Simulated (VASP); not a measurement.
Set up this calculation in VASP 6.6.1, as the native input.

```
Task                   : single point
Functional             : PBEsol
Potentials or basis    : VASP PAW PBE potentials, release 64 (Ti_sv)
Cutoff                 : 520 eV
k mesh                 : 7 × 7 × 10
Occupations            : fermi-dirac, width 0.1 eV
Spin                   : no spin polarisation
Dipole correction      : no
Further INCAR settings : ALGO = Normal; EDIFF = 1e-07; NBANDS = 25
```

The structure of Ti lies in POSCAR:

```
Ti
1.0
    4.6000000000      0.0000000000      0.0000000000
   -2.3000000000      3.9837168600      0.0000000000
    0.0000000000      0.0000000000      2.8200000000
Ti
3
Direct
    0.0000000000      0.0000000000      0.0000000000
    0.3333333300      0.6666666700      0.5000000000
    0.6666666700      0.3333333300      0.5000000000
```

These files were run (other wordings do the same):

INCAR

```
ALGO     = Normal         # electronic algorithm
EDIFF    = 1E-7           # SCF threshold, eV
ENCUT    = 520            # plane-wave cutoff, eV
GGA      = PS             # functional
ISIF     = 2              # what is computed and relaxed
ISMEAR   = -1             # smearing method
LASPH    = T              # aspherical terms in the spheres
LCHARG   = F              # write CHGCAR
LREAL    = F              # projectors in reciprocal space
LWAVE    = F              # write WAVECAR
NBANDS   = 25             # bands
NELM     = 80             # most SCF steps
PREC     = Accurate       # precision mode
SIGMA    = 0.1            # smearing width, eV
```

KPOINTS

```
k-points
0
Gamma
  7 7 10
```

Potentials or basis: VASP PAW PBE potentials, release 64 (Ti_sv).

Launch:

```bash
$ cat potpaw_PBE.64/Ti_sv/POTCAR > POTCAR
$ mpirun -np 1 vasp_std > vasp.out
```

Results of the run:

| Property | Result |
| --- | --- |
| Pressure | -5.0 GPa |
| Band gap on the k mesh | zero (band 18 reaches 8.33 eV, above the bottom of band 19 at 8.09 eV) |

Caveat: the PAW data sets were made with another functional, which shifts forces and pressure a little.

Wall time 66 s on 1 thread of AMD EPYC 7R13 Processor (Zen 3) (shared host), peak memory 0.17 GiB.
